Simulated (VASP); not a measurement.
Wanted: the native input for a VASP 6.6.1 run.

* Task: electric field gradients
* Functional: PBEsol
* Potentials or basis: VASP PAW PBE potentials, release 64 (K_sv, I)
* Cutoff: 400 eV
* k mesh: 8 × 8 × 8
* Occupations: fermi-dirac, width 0.01 eV
* Spin: no spin polarisation
* Dipole correction: no
* Further INCAR settings: ALGO = Normal; EDIFF = 1e-08; NBANDS = 15

The structure of KI lies in POSCAR:

```
KI
1.0
    0.0000000000      3.4540590000      3.5245500000
    3.4540590000      0.0000000000      3.5245500000
    3.4540590000      3.4540590000      0.0000000000
K I
1 1
Direct
    0.0000000000      0.0000000000      0.0000000000
    0.5000000000      0.5000000000      0.5000000000
```

This cell differs from its parent crystal: equal xx and yy strain of -2 %.

One way to write it, as run:

INCAR

```
SYSTEM = KI
  PREC = Accurate
  ENCUT = 400
  EDIFF = 1E-8
  ISMEAR = -1
  SIGMA = 0.01
  LREAL = .False.
  LASPH = .True.
  NELM = 120
  ALGO = Normal
  ISIF = 2
  LWAVE = .False.
  LCHARG = .False.
  GGA = PS
  LEFG = .True.
  NBANDS = 15
  GGA_COMPAT = .False.
```

KPOINTS

```
Automatic mesh
0
Gamma
  8 8 8
  0 0 0
```

Potentials or basis: VASP PAW PBE potentials, release 64 (K_sv, I).

Command:

```sh
$ cat potpaw_PBE.64/K_sv/POTCAR potpaw_PBE.64/I/POTCAR > POTCAR
$ mpirun -np 1 vasp_std > vasp.out
```

Results of the run:

```
Pressure                                : 0.3 GPa
Band gap on the k mesh                  : 3.91 eV
Largest electric field gradient by atom : K +2.9; I +5.7 V/Å²
```

Caveat: the cell differs from its parent crystal (equal xx and yy strain of -2 %); without QUAD_EFG the Cq values of the log hold for a quadrupole moment of 1 mb, not for the nuclei; the PAW data sets were made with another functional, which shifts forces and pressure a little; spin-orbit coupling is left out, which moves the levels of the heavy elements.

Run time: 36 s on 1 thread of Intel Xeon 8259CL (shared host), peak memory 0.21 GiB.
